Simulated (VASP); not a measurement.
Set up this calculation in VASP 6.6.1, as the native input.

```yaml
Task: single point
Functional: PBE
Potentials_or_basis: VASP PAW PBE potentials, release 64 (Sb, O)
Cutoff: 520 eV
k_mesh: 4 × 4 × 4
Occupations: gaussian, width 0.1 eV
Spin: no spin polarisation
Dipole_correction: no
Further_INCAR_settings: ALGO = Normal; EDIFF = 1e-07; NBANDS = 22
```

The structure of SbO4 lies in POSCAR:

```
SbO4
1.0
    4.3341880800      0.0000000000      0.0000000000
    0.0000000000      4.3341880800      0.0000000000
    0.0000000000      0.0000000000      4.3341880800
Sb O
1 4
Direct
    0.0000000000      0.0000000000      0.0000000000
    0.2437810800      0.7562189200      0.7562189200
    0.7562189200      0.2437810800      0.7562189200
    0.7562189200      0.7562189200      0.2437810800
    0.2437810800      0.2437810800      0.2437810800
```

The cell was generated, and may not be a known phase.

One way to write it, as run:

INCAR

```
ALGO     = Normal         # electronic algorithm
EDIFF    = 1E-7           # SCF threshold, eV
ENCUT    = 520            # plane-wave cutoff, eV
GGA      = PE             # functional
ISIF     = 2              # what is computed and relaxed
ISMEAR   = 0              # smearing method
LASPH    = T              # aspherical terms in the spheres
LCHARG   = F              # write CHGCAR
LREAL    = F              # projectors in reciprocal space
LWAVE    = F              # write WAVECAR
NBANDS   = 22             # bands
NELM     = 80             # most SCF steps
PREC     = Accurate       # precision mode
SIGMA    = 0.1            # smearing width, eV
```

KPOINTS

```
k-points
0
Gamma
  4 4 4
```

Potentials or basis: VASP PAW PBE potentials, release 64 (Sb, O).

Command:

```console
$ cat potpaw_PBE.64/Sb/POTCAR potpaw_PBE.64/O/POTCAR > POTCAR
$ mpirun -np 1 vasp_std > vasp.out
```

Results of the run:

```
Pressure               : 12.4 GPa
Largest force          : 3.421 eV/Å
Band gap on the k mesh : zero (an odd number of electrons rules out a gap without spin polarisation)
```

Caveat: the k points lie up to 0.36 Å⁻¹ apart, too coarse for converged energies and pressures of a metal; spin-orbit coupling is left out, which moves the levels of the heavy elements; an odd number of electrons without spin polarisation forces a metal; a magnetic or distorted state may lie lower.

Wall time 12 s on 1 thread of AMD EPYC 7R43 64-Core Processor (Zen 3), on a shared host, peak memory 0.15 GiB.
